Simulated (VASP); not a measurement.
TaN:

```xyz
6
Lattice="5.1960 0.0000 0.0000 -2.5980 4.4999 0.0000 0.0000 0.0000 2.9110" Properties=species:S:1:pos:R:3 pbc="T T T"
Ta    0.0000    2.9999    1.4555
Ta    2.5980    1.5000    1.4555
Ta    0.0000    0.0000    0.0000
N     2.0412    0.0000    0.0000
N    -1.0206    1.7678    0.0000
N     1.5774    2.7321    0.0000
```

Base run:

* Program: VASP 6.6.1
* Functional: PBEsol
* Potentials or basis: VASP PAW PBE potentials, release 64 (Ta_pv, N)
* Cutoff: 520 eV
* k mesh: 6 × 6 × 9
* Occupations: gaussian, width 0.1 eV
* Spin: no spin polarisation

Its results: band gap on the k mesh zero (bands 24 and 25 overlap by 3.10 eV); pressure -3.0 GPa; largest force 0.026 eV/Å.

Q: The run is repeated on the same cell with these changes: functional from PBEsol to r2SCAN. What comes out?

A: Band gap on the k mesh zero (bands 24 and 25 overlap by 3.11 eV); pressure 1.9 GPa; largest force 0.023 eV/Å.

Caveats: the PAW data sets were made with another functional, which shifts forces and pressure a little; spin-orbit coupling is left out, which moves the levels of the heavy elements.
